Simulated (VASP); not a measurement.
Set up this calculation in VASP 6.6.1, as the native input.

```
Task                   : single point
Functional             : PBEsol
Potentials or basis    : VASP PAW PBE potentials, release 64 (Sr_sv)
Cutoff                 : 520 eV
k mesh                 : 10 × 10 × 10
Occupations            : gaussian, width 0.03 eV
Spin                   : no spin polarisation
Dipole correction      : no
Further INCAR settings : ALGO = Normal; EDIFF = 1e-07; NBANDS = 11
```

The structure of Sr lies in POSCAR:

```
Sr
1.0
    0.0000000000      3.1944675000      2.8902325000
    3.1944675000      0.0000000000      2.8902325000
    3.1944675000      3.1944675000      0.0000000000
Sr
1
Direct
    0.0000000000      0.0000000000      0.0000000000
```

This cell differs from its parent crystal: strain +0.050 along x and y, -0.050 along z.

These files were run (other wordings do the same):

INCAR

```
SYSTEM = Sr
PREC = Accurate
ENCUT = 520
EDIFF = 1E-7
ISMEAR = 0
SIGMA = 0.03
LREAL = .False.
LASPH = .True.
NELM = 100
ALGO = Normal
ISIF = 2
LWAVE = .False.
LCHARG = .False.
GGA = PS
NBANDS = 11
```

KPOINTS

```
Automatic mesh
0
Gamma
  10 10 10
  0 0 0
```

Potentials or basis: VASP PAW PBE potentials, release 64 (Sr_sv).

Launch:

```sh
$ cat potpaw_PBE.64/Sr_sv/POTCAR > POTCAR
$ mpirun -np 1 vasp_std > vasp.out
```

It gave:

```json
{
 "Pressure": "-1.3 GPa",
 "Band gap on the k mesh": "zero (bands 5 and 6 overlap by 0.10 eV)"
}
```

Caveat: the cell differs from its parent crystal (strain +0.050 along x and y, -0.050 along z); the PAW data sets were made with another functional, which shifts forces and pressure a little.

It took 18 s on 1 thread of Intel(R) Xeon(R) 6975P-C (Granite Rapids), on a shared host, peak memory 0.22 GiB.
